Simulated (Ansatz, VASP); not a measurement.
BN in VASP and in Ansatz

```
B N
1.0
     2.48884    0.00000    0.00000
    -1.24442    2.15540    0.00000
     0.00000    0.00000    6.53243
B N
2 2
Direct
  0.33333 0.66667 0.25000
  0.66667 0.33333 0.75000
  0.33333 0.66667 0.75000
  0.66667 0.33333 0.25000
```

Alike in both runs: task relaxation of cell and atoms; functional LDA; k mesh 12 × 12 × 4; occupations gaussian, width 0.02 eV; no spin polarisation.

```csv
,VASP,Ansatz
version,VASP 6.6.1,Ansatz 0.2.0
potentials or method,"VASP PAW LDA potentials, release 64 (B, N), cutoff 600 eV","scalar-relativistic, plane waves, PAW"
valence electrons in the cell,16,16
```

VASP gave:

| Quantity | Value |
| --- | --- |
| gap on the k mesh at the Fermi level, each at its own relaxed structure (eV) | 4.03 |
| relaxed volume (Å³/atom) | 8.64 |
| relaxed cell length with the largest relative difference (Å) | 6.436 |

Task: Estimate Ansatz's values.

Result: gap on the k mesh at the Fermi level, each at its own relaxed structure (eV): 4.07; relaxed volume (Å³/atom): 8.71; relaxed cell length with the largest relative difference (Å): 6.494.

Ansatz warns that its potentials were made for another functional, while VASP's fit it. LDA's correlation is that of Perdew and Zunger in VASP and of Perdew and Wang (1992) in Ansatz.
